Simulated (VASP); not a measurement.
Input of a VASP 6.6.1 run:

The input INCAR:

```
PREC     = Accurate       # precision mode
ENCUT    = 520            # plane-wave cutoff, eV
EDIFF    = 1E-6           # SCF threshold, eV
ISMEAR   = 0              # smearing method
SIGMA    = 0.01           # smearing width, eV
LREAL    = False          # projectors in reciprocal space
LASPH    = True           # aspherical terms in the spheres
NELM     = 60             # most SCF steps
ALGO     = Normal         # electronic algorithm
ISIF     = 2              # what is computed and relaxed
LWAVE    = False          # write WAVECAR
LCHARG   = True           # write CHGCAR
GGA      = PE             # functional
LELF     = True           # ELF
LVHAR    = True         
NBANDS   = 35             # bands
```

The input KPOINTS:

```
regular mesh
0
Gamma
  4 4 6
```

Contents of POSCAR:

```
SnO2
1.0
    4.7537409794      0.0000000000      0.0000000000
    0.0000000000      4.7537409794      0.0000000000
    0.0000000000      0.0000000000      3.1970864565
Sn O
2 4
Direct
    0.0000000000      0.0000000000      0.0000000000
    0.5000000000      0.5000000000      0.5000000000
    0.3071000000      0.3071000000      0.0000000000
    0.1929000000      0.8071000000      0.5000000000
    0.6929000000      0.6929000000      0.0000000000
    0.8071000000      0.1929000000      0.5000000000
```

Potentials or basis: VASP PAW PBE potentials, release 64 (Sn_d, O).

The run is started by

```bash
$ cat potpaw_PBE.64/Sn_d/POTCAR potpaw_PBE.64/O/POTCAR > POTCAR
$ mpirun -np 1 vasp_std > vasp.out
```

Question: Predict the band gap on the k mesh.

Answer: 1.16 eV.

Question: What does it give for the pressure?

Answer: 9.5 GPa.

Question: What does it give for the largest force?

Answer: 0.252 eV/Å.

Stress tensor (GPa, compression positive):
```
 8.62  0.00  0.00
 0.00  8.62  0.00
 0.00  0.00 11.21
```

Caveat: the cell stands under pressure; spin-orbit coupling is left out, which moves the levels of the heavy elements.
